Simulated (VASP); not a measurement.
# EuMo (Pm-3m) in VASP: single point with PBE

Aim: the single point of EuMo with PBE.

Program: VASP 6.6.1. These are calculated values, not measurements. Logs are shortened: lines on timing, memory, paths and dates and some standing lists are left out, and cuts for length are marked.

## 1. The cell of the first run

It takes space group Pm-3m (No. 221, cubic). Conventional cell: a = 3.531 Å, b = 3.531 Å, c = 3.531 Å, α = 90.00°, β = 90.00°, γ = 90.00°. Within 4.0 Å of Eu (site symmetry m-3m) lie 8 Mo at 3.06 Å and 6 Eu at 3.53 Å. Mo (site symmetry m-3m) has 8 Eu at 3.06 Å and 6 Mo at 3.53 Å within 4.0 Å.

## 2. Single point, PBE, collinear spin, ferromagnetic start

The input, INCAR:

```
SYSTEM = EuMo
PREC = Accurate ; ENCUT = 520
EDIFF = 1E-7 ; ISMEAR = -1
SIGMA = 0.05 ; LREAL = .FALSE.
LASPH = .TRUE. ; NELM = 150
ALGO = Normal ; ISIF = 2
LWAVE = .FALSE. ; LCHARG = .TRUE.
ISPIN = 2 ; MAGMOM = 7 1
LORBIT = 11 ; LMAXMIX = 6
GGA = PE ; LELF = .TRUE.
LVHAR = .TRUE. ; NBANDS = 26
```

The input, KPOINTS:

```
regular mesh
0
G
  6 6 6
  0 0 0
```

The input, POSCAR:

```
EuMo
1.0
    3.5314500000      0.0000000000      0.0000000000
    0.0000000000      3.5314500000      0.0000000000
    0.0000000000      0.0000000000      3.5314500000
Eu Mo
1 1
Direct
    0.5000000000      0.5000000000      0.5000000000
    0.0000000000      0.0000000000      0.0000000000
```

Potentials or basis: VASP PAW PBE potentials, release 64 (Eu, Mo_sv).

On the command line:

```sh
cat potpaw_PBE.64/Eu/POTCAR potpaw_PBE.64/Mo_sv/POTCAR > POTCAR
mpirun -np 1 vasp_std > vasp.out
```

OUTCAR:

```text
SYSTEM = EuMo
   PREC = Accurate
   ENCUT = 520
   EDIFF = 1E-7
   ISMEAR = -1
   LREAL = .FALSE.
   LASPH = .TRUE.
   NELM = 150
   ISIF = 2
   ISPIN = 2
   LORBIT = 11
   GGA = PE

 ion  position               nearest neighbor table
   1  0.500  0.500  0.500-   2 3.06   2 3.06   2 3.06   2 3.06   2 3.06   2 3.06   2 3.06   2 3.06

   2  0.000  0.000  0.000-   1 3.06   1 3.06   1 3.06   1 3.06   1 3.06   1 3.06   1 3.06   1 3.06

  LATTYP: Found a simple cubic cell.
 ALAT       =     3.5314500000

  Lattice vectors:

 A1 = (   3.5314500000,   0.0000000000,   0.0000000000)
 A2 = (   0.0000000000,   3.5314500000,   0.0000000000)
 A3 = (   0.0000000000,   0.0000000000,   3.5314500000)

Analysis of symmetry for initial positions (statically):
=====================================================================
 Subroutine PRICEL returns:
 Original cell was already a primitive cell.

 Routine SETGRP: Setting up the symmetry group for a
 simple cubic supercell.

 Subroutine GETGRP returns: Found 48 space group operations
 (whereof 48 operations were pure point group operations)
 out of a pool of 48 trial point group operations.

The static configuration has the point symmetry O_h .

Analysis of symmetry for dynamics (positions and initial velocities):
=====================================================================
 Subroutine PRICEL returns:
 Original cell was already a primitive cell.

 Routine SETGRP: Setting up the symmetry group for a
 simple cubic supercell.

 Subroutine GETGRP returns: Found 48 space group operations
 (whereof 48 operations were pure point group operations)
 out of a pool of 48 trial point group operations.

The dynamic configuration has the point symmetry O_h .

Analysis of structural, dynamic, and magnetic symmetry:
=====================================================================
 Subroutine PRICEL returns:
 Original cell was already a primitive cell.

 Routine SETGRP: Setting up the symmetry group for a
 simple cubic supercell.

 Subroutine GETGRP returns: Found 48 space group operations
 (whereof 48 operations were pure point group operations)
 out of a pool of 48 trial point group operations.

The overall configuration has the point symmetry O_h .

 Subroutine INISYM returns: Found 48 space group operations
 (whereof 48 operations are pure point group operations),
 and found     1 'primitive' translations

----------------------------------------------------------------------------------------

                                     Primitive cell

  volume of cell :      44.0412

  direct lattice vectors                    reciprocal lattice vectors
     3.531450000  0.000000000  0.000000000     0.283169803  0.000000000  0.000000000
     0.000000000  3.531450000  0.000000000     0.000000000  0.283169803  0.000000000
     0.000000000  0.000000000  3.531450000     0.000000000  0.000000000  0.283169803

  length of vectors
     3.531450000  3.531450000  3.531450000     0.283169803  0.283169803  0.283169803

  position of ions in fractional coordinates (direct lattice)
     0.500000000  0.500000000  0.500000000
     0.000000000  0.000000000  0.000000000

  ion indices of the primitive-cell ions
   primitive index   ion index
                 1           1
                 2           2

----------------------------------------------------------------------------------------

 KPOINTS: regular mesh

Automatic generation of k-mesh.
 Grid dimensions read from file:
 generate k-points for:    6    6    6

 Generating k-lattice:

  Cartesian coordinates                     Fractional coordinates (reciprocal lattice)
     0.047194967  0.000000000  0.000000000     0.166666667  0.000000000  0.000000000
     0.000000000  0.047194967  0.000000000     0.000000000  0.166666667  0.000000000
     0.000000000  0.000000000  0.047194967     0.000000000  0.000000000  0.166666667

  Length of vectors
     0.047194967  0.047194967  0.047194967

  Shift w.r.t. Gamma in fractional coordinates (k-lattice)
     0.000000000  0.000000000  0.000000000

 Subroutine IBZKPT returns following result:
 ===========================================

 Found     20 irreducible k-points:

 Following reciprocal coordinates:
            Coordinates               Weight
  0.000000  0.000000  0.000000      1.000000
  0.166667  0.000000  0.000000      6.000000
  0.333333  0.000000  0.000000      6.000000
  0.500000  0.000000  0.000000      3.000000
  0.166667  0.166667  0.000000     12.000000
  0.333333  0.166667  0.000000     24.000000
[... 12 lines left out ...]
  0.500000  0.500000  0.333333      6.000000
  0.500000  0.500000  0.500000      1.000000
   k-points           NKPTS =     20   k-points in BZ     NKDIM =     20   number of bands    NBANDS=     26
   number of dos      NEDOS =    301   number of ions     NIONS =      2
   total plane-waves  NPLWV =  21952
   dimension x,y,z NGX =    28 NGY =   28 NGZ =   28
   dimension x,y,z NGXF=    56 NGYF=   56 NGZF=   56
   ions per type =               1   1
   NGX,Y,Z   is equivalent  to a cutoff of  13.18, 13.18, 13.18 a.u.
   NGXF,Y,Z  is equivalent  to a cutoff of  26.36, 26.36, 26.36 a.u.
 SYSTEM =  EuMo
   PREC   = accura    normal or accurate (medium, high low for compatibility)
   ISTART =      0    job   : 0-new  1-cont  2-samecut
   ICHARG =      2    charge: 1-file 2-atom 10-const
   ISPIN  =      2    spin polarized calculation?
   LNONCOLLINEAR =      F non collinear calculations
   LSORBIT =      F    spin-orbit coupling
   LASPH  =      T    aspherical Exc in radial PAW
   ENCUT  =  520.0 eV  38.22 Ry    6.18 a.u.   6.57  6.57  6.57*2*pi/ulx,y,z
   NELM   =    150;   NELMIN=  2; NELMDL= -5     # of ELM steps
   EDIFF  = 0.1E-06   stopping-criterion for ELM
   LREAL  =      F    real-space projection
   EDIFFG = 0.1E-05   stopping-criterion for IOM
   NSW    =      0    number of steps for IOM
   IBRION =     -1    ionic relax: 0-MD 1-quasi-New 2-CG
   NFREE  =      0    steps in history (QN), initial steepest desc. (CG)
   ISIF   =      2    stress and relaxation
   ISYM   =      2    0-nonsym 1-usesym 2-fastsym
   POTIM  = 0.5000    time-step for ionic-motion
   TEBEG  =    0.0;   TEEND  =   0.0 temperature during run
   PSTRESS=    0.0 pullay stress
   NELECT =      31.0000    total number of electrons
   NUPDOWN=      -1.0000    fix difference up-down
   EMIN   =  10.00;   EMAX   =-10.00  energy-range for DOS
   EFERMI =   0.00;   METHOD = LEGACY
   ISMEAR =    -1;   SIGMA  =   0.05  broadening in eV -4-tet -1-fermi 0-gaus
   EFERMI_NEDOS =   21; number of points for ismear=-14 and -15
   IALGO  =     38    algorithm
   IMIX   =      4    mixing-type and parameters
     AMIX     =   0.40;   BMIX     =  1.00
     AMIX_MAG =   1.60;   BMIX_MAG =  1.00
  volume/ion in A,a.u.               =      22.02       148.60
  Fermi-wavevector in a.u.,A,eV,Ry     =   1.456271  2.751954 28.854236  2.120727
  Thomas-Fermi vector in A             =   2.573209
   LORBIT       =     11    0 simple, 1 ext, 2 COOP (PROOUT), +10 PAW based schemes
   GGA     = PE    functional components
   LHFCALC =     F    Hartree Fock is set to
   AEXX    =    0.0000 exact exchange contribution
   IVDW    =     0    specifies the selected vdW correction
   LEPSILON=     F    determine dielectric tensor
   LRPA    =     F    only Hartree local field effects (RPA)
 spin polarized calculation
  energy-cutoff  :      520.00
  volume of cell :       44.04
 maximum number of plane-waves:      1213
 NGX is ok and might be reduce to    28
   NGX = 13   NGY = 13   NGZ = 13

 number of electron      31.0000005 magnetization       5.4654701

 Free energy of the ion-electron system (eV)
  ---------------------------------------------------
  ext. energy  EPLUGINS =         0.00000000
  ---------------------------------------------------
  free energy    TOTEN  =       -20.34179631 eV

  energy without entropy =      -20.30588302  energy(sigma->0) =      -20.32383967

 E-fermi :   6.1523     XC(G=0): -11.6718

 val. band max:        6.1315386334   @ k =   0.5000   0.3333   0.3333
 cond. band min:       6.2033397514   @ k =   0.3333   0.3333   0.1667
 fundamental gap:      0.0718011179
 Fermi energy:         6.1522992807

 spin component 1

 k-point     1 :       0.0000    0.0000    0.0000
  band No.  band energies     occupation
      1     -53.7352      1.00000
      2     -34.6495      1.00000
      3     -27.7845      1.00000
      4     -27.7845      1.00000
      5     -27.7845      1.00000
      6     -13.0499      1.00000
[... 18 lines left out ...]
     25      13.7025      0.00000
     26      13.7025      0.00000
[... 527 lines left out ...]
      3     -27.8463      1.00000
      4     -27.8463      1.00000
      5     -27.8463      1.00000
      6     -13.5688      1.00000
[... 18 lines left out ...]
     25      14.3284      0.00000
     26      14.3284      0.00000
 Fermi energy:         6.1522992807

 spin component 2

 k-point     1 :       0.0000    0.0000    0.0000
  band No.  band energies     occupation
      1     -54.3701      1.00000
      2     -31.7556      1.00000
      3     -28.4865      1.00000
      4     -28.4865      1.00000
      5     -28.4865      1.00000
      6     -10.9482      1.00000
[... 18 lines left out ...]
     25      14.5659      0.00000
     26      14.5659      0.00000
[... 528 lines left out ...]
      4     -28.5474      1.00000
      5     -28.5474      1.00000
      6     -11.5760      1.00000
[... 18 lines left out ...]
     25      15.6773      0.00000
     26      15.6773      0.00000

------------------------ aborting loop because EDIFF is reached ----------------------------------------

  FORCE on cell =-STRESS in cart. coord.  units (eV):
  Direction    XX          YY          ZZ          XY          YZ          ZX
  --------------------------------------------------------------------------------------
  -------------------------------------------------------------------------------------
  Total       -0.0494973     -0.0494973     -0.0494973      0.0000000     -0.0000000      0.0000000
  in kB       -1.8006653     -1.8006653     -1.8006653      0.0000000     -0.0000000      0.0000000
  external PRESSURE =      -1.8006653 kB  Pullay stress =       0.0000000 kB

 VOLUME and BASIS-vectors are now :
 -----------------------------------------------------------------------------
  energy-cutoff  :      520.00
  volume of cell :       44.04
      direct lattice vectors                 reciprocal lattice vectors
     3.531450000  0.000000000  0.000000000     0.283169803  0.000000000  0.000000000
     0.000000000  3.531450000  0.000000000     0.000000000  0.283169803  0.000000000
     0.000000000  0.000000000  3.531450000     0.000000000  0.000000000  0.283169803

 POSITION                                       TOTAL-FORCE (eV/Angst)
 -----------------------------------------------------------------------------------
      1.76572      1.76572      1.76572         0.000000      0.000000      0.000000
      0.00000      0.00000      0.00000         0.000000      0.000000      0.000000
 -----------------------------------------------------------------------------------
    total drift:                               -0.000000      0.000000      0.000000

  FREE ENERGIE OF THE ION-ELECTRON SYSTEM (eV)
  ---------------------------------------------------
  free  energy   TOTEN  =       -20.3417963134 eV

  energy  without entropy=      -20.3058830246  energy(sigma->0) =      -20.32383967

 total charge

# of ion       s       p       d       f       tot
--------------------------------------------------
    1        2.097   5.680   0.696   6.375  14.848
    2        2.336   6.038   3.990   0.000  12.365
--------------------------------------------------
tot          4.433  11.718   4.686   6.375  27.212

 magnetization (x)

# of ion       s       p       d       f       tot
--------------------------------------------------
    1        0.004  -0.106   0.104   6.288   6.290
    2       -0.008   0.001  -0.993   0.000  -1.000
--------------------------------------------------
tot         -0.003  -0.106  -0.889   6.288   5.291
```

Wall time 4.2 min (1 thread of Intel Xeon 6975P-C, shared host); peak memory 0.21 GiB.

What came out:

```
Free energy                                           : -20.3418 eV
Pressure                                              : -0.2 GPa
Net moment                                            : 5.47 μB per cell
Site moments                                          : Eu +6.29; Mo -1.00 μB
Valence electrons inside the program's atomic spheres : Eu 14.85; Mo 12.37
```

Caveat: spin-orbit coupling is left out, which moves the levels of the heavy elements; without U or exact exchange the open f shell lies at the Fermi level, which spoils levels, moments and volumes. The state reached can hang on the start; a lower one may exist.
